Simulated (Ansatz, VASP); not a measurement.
# Two plane-wave programs on ZrSi2

```xyz
6
Lattice="1.8372 -7.2827 0.0000 1.8372 7.2827 0.0000 0.0000 0.0000 3.6567" Properties=species:S:1:pos:R:3 pbc="T T T"
Zr    1.8372   -5.7574    0.9142
Zr    1.8372    5.7574    2.7426
Si    1.8372   -0.7862    0.9142
Si    1.8372    0.7862    2.7426
Si    1.8372    3.6379    0.9142
Si    1.8372   -3.6379    2.7426
```

Alike in both runs: functional PBEsol; k mesh 10 × 10 × 10; occupations gaussian, width 0.1 eV; no spin polarisation.

Ansatz relaxed the structure, and its values are those at the end. VASP's run is a single point on that final structure, the one shown.

```csv
,VASP,Ansatz
version,VASP 6.6.1,Ansatz 0.2.0
potentials or method,"VASP PAW PBE potentials, release 64 (Zr_sv, Si), cutoff 520 eV","scalar-relativistic, plane waves, PAW"
valence electrons in the cell,40,40
```

Ansatz gave:

| Property | Result |
| --- | --- |
| gap on the k mesh at the Fermi level (eV) | none |
| pressure (GPa) | 0.0 |

Task: What did VASP give for the same quantities?

Result: gap on the k mesh at the Fermi level (eV): none; pressure (GPa): 0.2.

VASP's potentials were made for PBE, not for PBEsol. A gap of «none» marks a metal or a gap that the smearing closes. The functional is the same, so the differences come from potentials, cutoffs and numerics.
